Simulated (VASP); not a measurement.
Runs of VASP 6.6.1 on W. The structure is that of space group Fm-3m (No. 225), or close to it. The cells are those of the table. This isn't the form of W at room conditions, which is bcc.

| cell | gap on the mesh (eV) | pressure (GPa) |
| --- | --- | --- |
| a = 2.885 Å, angles 59.3°, 1 atom | none | -12.1 |
| a = 2.909 Å, angles 60.0°, 1 atom | none | (a) |
| a = 2.927 Å, angles 60.0°, 1 atom | none | (b) |
| a = 2.832 Å, angles 60.0°, 1 atom | none | -0.8 |
| a = 2.812 Å, angles 60.0°, 1 atom | none | 5.8 |

Alike in all rows: task single point; level PBEsol; potentials or basis VASP PAW PBE potentials, release 64 (W_sv); no spin polarisation; k mesh 14 × 14 × 14; cutoff (eV) 520; smearing fermi-dirac 0.05 eV.

Q: Fill in the values left out.

A: (a) -21.3; (b) -25.1.

Caveats: the PAW data sets were made with another functional, which shifts forces and pressure a little; spin-orbit coupling is left out, which moves the levels of the heavy elements; the cell stands under tension (at least some runs); the cell stands under pressure (at least some runs).

A k mesh can miss the band edges, and the runs leave out spin-orbit coupling on W.

A gap of «none» marks levels without a gap at the run's occupations.
